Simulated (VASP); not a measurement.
Input of a VASP 6.6.1 run:

INCAR

```
SYSTEM = TaN
PREC = Accurate ; ENCUT = 600
EDIFF = 1E-6 ; ISMEAR = -1
SIGMA = 0.08 ; LREAL = .False.
LASPH = .True. ; NELM = 100
ALGO = Normal ; ISIF = 3
LWAVE = .False. ; LCHARG = .False.
GGA = PE ; IBRION = 2
NSW = 60 ; EDIFFG = -0.005
PSTRESS = 280.0
```

File KPOINTS:

```
regular mesh
0
Gamma
  16 16 16
  0 0 0
```

File POSCAR:

```
TaN
1.0
    0.0000000000      2.1559482794      2.1559482794
    2.1559482794      0.0000000000      2.1559482794
    2.1559482794      2.1559482794      0.0000000000
Ta N
1 1
Direct
    0.0000000000      0.0000000000      0.0000000000
    0.5000000000      0.5000000000      0.5000000000
```

Potentials or basis: VASP PAW PBE potentials, release 64 (Ta_pv, N).

The run is started by

```bash
$ cat potpaw_PBE.64/Ta_pv/POTCAR potpaw_PBE.64/N/POTCAR > POTCAR
$ mpirun -np 1 vasp_std > vasp.out
```

**Question.** Estimate the relaxed volume.

**Answer.** 10.05 Å³/atom.

**Question.** Estimate the band gap on the k mesh.

**Answer.** Zero (bands 8 and 9 overlap by 4.35 eV).

**Question.** Estimate the space group after relaxing (to 0.1 Å).

**Answer.** Fm-3m (No. 225).

**Question.** What does it give for the relaxed cell?

**Answer.** a = 3.051 Å, b = 3.051 Å, c = 3.051 Å, α = 60.00°, β = 60.00°, γ = 60.00°.

The path:
```csv
step,energy change (eV),largest force (eV/Å),pressure (GPa),volume (Å³)
1,0.0000,0.0000,29.13,20.04
2,-0.0344,0.0000,24.62,20.25
3,-0.0089,0.0000,28.00,20.09
```

Caveat: the cell is relaxed towards a set pressure, so the run minimises the enthalpy, not the energy; spin-orbit coupling is left out, which moves the levels of the heavy elements.
